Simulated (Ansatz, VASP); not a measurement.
**HfN: VASP beside Ansatz**

```xyz
2
Lattice="0.0000 2.2341 2.2341 2.2341 0.0000 2.2341 2.2341 2.2341 0.0000" Properties=species:S:1:pos:R:3 pbc="T T T"
Hf    0.0000    0.0000    0.0000
N     2.2341    2.2341    2.2341
```

Alike in both runs: functional LDA; k mesh 16 × 16 × 16; occupations gaussian, width 0.1 eV; no spin polarisation.

Ansatz relaxed the structure, and its values are those at the end. VASP's run is a single point on that final structure, the one shown.

```csv
,VASP,Ansatz
version,VASP 6.6.1,Ansatz 0.2.0
potentials or method,"VASP PAW LDA potentials, release 64 (Hf_pv, N), cutoff 600 eV","scalar-relativistic, plane waves, PAW"
valence electrons in the cell,15,31
```

VASP gave:

```
gap on the k mesh at the Fermi level (eV) : none
pressure (GPa)                            : -1.3
```

**Question.** What did Ansatz give for the same quantities?

**Answer.** gap on the k mesh at the Fermi level (eV): none; pressure (GPa): 0.0.

Ansatz warns that its potentials were made for another functional, while VASP's fit it. LDA's correlation is that of Perdew and Zunger in VASP and of Perdew and Wang (1992) in Ansatz. A gap of «none» marks a metal or a gap that the smearing closes. VASP's potentials hold 15 valence electrons a cell and Ansatz's 31, so a difference there can come from the potentials and not from the codes.

Spin-orbit coupling is off throughout.
